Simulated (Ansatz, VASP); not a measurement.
**One calculation of Ga, two programs**

```
Ga
1.0
     1.38300   -4.02650    0.00000
     1.38300    4.02650    0.00000
    -0.11745    0.00000    3.32993
Ga
2
Direct
  0.89258 0.10742 0.20500
  0.10742 0.89258 0.79500
```

Change from the starting cell: shortest bond scaled by 0.82, LAPW.

Alike in both runs: task single point; functional LDA; k mesh 11 × 11 × 9; occupations fermi-dirac, width 0.05 eV; no spin polarisation.

```csv
,VASP,Ansatz
version,VASP 6.6.1,Ansatz 0.2.0
potentials or method,"VASP PAW LDA potentials, release 64 (Ga_d), cutoff 500 eV","all-electron LAPW, scalar-relativistic"
```

```tsv
	VASP	Ansatz	Ansatz less VASP
pressure (GPa)	4.4	4.1	-0.25
traceless stress, the component that is largest in VASP (GPa)	12.19	11.97	-0.215
rms of the force components (eV/Å)	1.810	1.778	-0.0314
```

LDA's correlation is that of Perdew and Zunger in VASP and of Perdew and Wang (1992) in Ansatz. Atom by atom the forces differ by 0.031 eV/Å (rms over components). Ansatz ran all-electron here, and VASP with PAW potentials.
